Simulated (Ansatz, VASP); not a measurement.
## Ga2Ge2O3: VASP beside Ansatz

```
Ga Ge O
1.0
     3.01407    0.00000    0.00000
    -1.50703    2.61026    0.00000
     0.00000    0.00000   14.71299
Ga Ge O
2 2 3
Direct
  0.33333 0.66667 0.09628
  0.66667 0.33333 0.90372
  0.66667 0.33333 0.42347
  0.33333 0.66667 0.57653
  0.66667 0.33333 0.14752
  0.33333 0.66667 0.85248
  0.00000 0.00000 0.00000
```

Alike in both runs: functional PBE; k mesh 12 × 12 × 2; occupations gaussian, width 0.1 eV; no spin polarisation.

Ansatz relaxed the structure, and its values are those at the end. VASP's run is a single point on that final structure, the one shown.

|  | VASP | Ansatz |
| --- | --- | --- |
| version | VASP 6.6.1 | Ansatz 0.2.0 |
| potentials or method | VASP PAW PBE potentials, release 64 (Ga_d, Ge_d, O), cutoff 520 eV | scalar-relativistic, plane waves, PAW |
| valence electrons in the cell | 72 | 72 |

```csv
,VASP,Ansatz,Ansatz less VASP
gap on the k mesh at the Fermi level (eV),none,none,-
pressure (GPa),0.4,0.0,-0.37
rms of the force components (eV/Å),0.013,0.001,-0.0127
```

A gap of «none» marks a metal or a gap that the smearing closes.
